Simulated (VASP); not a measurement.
Wanted: the native input for a VASP 6.6.1 run.

| Quantity | Value |
| --- | --- |
| Task | single point |
| Functional | PBEsol |
| Potentials or basis | VASP PAW PBE potentials, release 64 (Mg, O) |
| Cutoff | 520 eV |
| k mesh | 12 × 12 × 12 |
| Occupations | gaussian, width 0.02 eV |
| Spin | no spin polarisation |
| Dipole correction | no |
| Further INCAR settings | ALGO = Normal; EDIFF = 1e-06; NBANDS = 14 |

The structure of MgO2 lies in POSCAR:

```
MgO2
1.0
    1.5838234691      0.9144209062      3.4573706184
   -1.5838234691      0.9144209062      3.4573706184
    0.0000000000     -1.8288418125      3.4573706184
Mg O
1 2
Direct
    0.0000000000      0.0000000000      0.0000000000
    0.4291433726      0.4291433726      0.4291433726
    0.5708566274      0.5708566274      0.5708566274
```

One way to write it, as run:

INCAR

```
PREC = Accurate
ENCUT = 520
EDIFF = 1E-6
ISMEAR = 0
SIGMA = 0.02
LREAL = F
LASPH = T
NELM = 100
ALGO = Normal
ISIF = 2
LWAVE = F
LCHARG = F
GGA = PS
NBANDS = 14
```

KPOINTS

```
Automatic mesh
0
Gamma
  12 12 12
```

Potentials or basis: VASP PAW PBE potentials, release 64 (Mg, O).

Run with:

```console
$ cat potpaw_PBE.64/Mg/POTCAR potpaw_PBE.64/O/POTCAR > POTCAR
$ mpirun -np 1 vasp_std > vasp.out
```

It gave:

* Pressure: -0.1 GPa
* Largest force: 0.205 eV/Å
* Band gap on the k mesh: 2.45 eV

Caveat: the PAW data sets were made with another functional, which shifts forces and pressure a little.

It took 87 s on 1 thread of Intel(R) Xeon(R) Platinum 8259CL CPU @ 2.50GHz (Skylake/Cascade Lake), with other jobs on the host, peak memory 0.22 GiB.
